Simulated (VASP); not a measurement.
AlN (pbe): single point with PBE

AlN (pbe):

```xyz
4
Lattice="3.0985 0.0000 0.0000 -1.5492 2.6834 0.0000 0.0000 0.0000 4.9671" Properties=species:S:1:pos:R:3 pbc="T T T"
Al    0.0000    1.7889    0.0007
Al    1.5492    0.8945    2.4843
N     0.0000    1.7889    1.8967
N     1.5492    0.8945    4.3803
```

This cell differs from its parent crystal: strained cell.

```yaml
Program: VASP 6.6.1
Task: single point
Functional: PBE
Potentials_or_basis: VASP PAW PBE potentials, release 64 (Al, N)
Cutoff: 600 eV
k_mesh: 9 × 9 × 4
Occupations: gaussian, width 0.02 eV
Spin: no spin polarisation
```

```yaml
Pressure: 5.9 GPa
Band_gap_on_the_k_mesh: 4.31 eV, direct
```

Stress tensor (GPa, compression positive):
```
6.08 0.00 0.00
0.00 6.08 0.00
0.00 0.00 5.58
```

Levels at points of the mesh, in eV from the valence-band top:
```
           k point  band 5  band 6  band 7  band 8  band 9  band 10  band 11  band 12
(0.00, 0.00, 0.00)   -0.86   -0.21   -0.21    0.00    4.31     6.77    10.70    11.25
(0.00, 0.00, 0.50)   -0.55   -0.55   -0.55   -0.55    6.57     6.57    10.41    10.41
```

Wall time 44 s on 1 thread of AMD EPYC 7R43 64-Core Processor (Zen 3), on a shared host, peak memory 0.14 GiB.

Caveat: the cell differs from its parent crystal (strained cell).
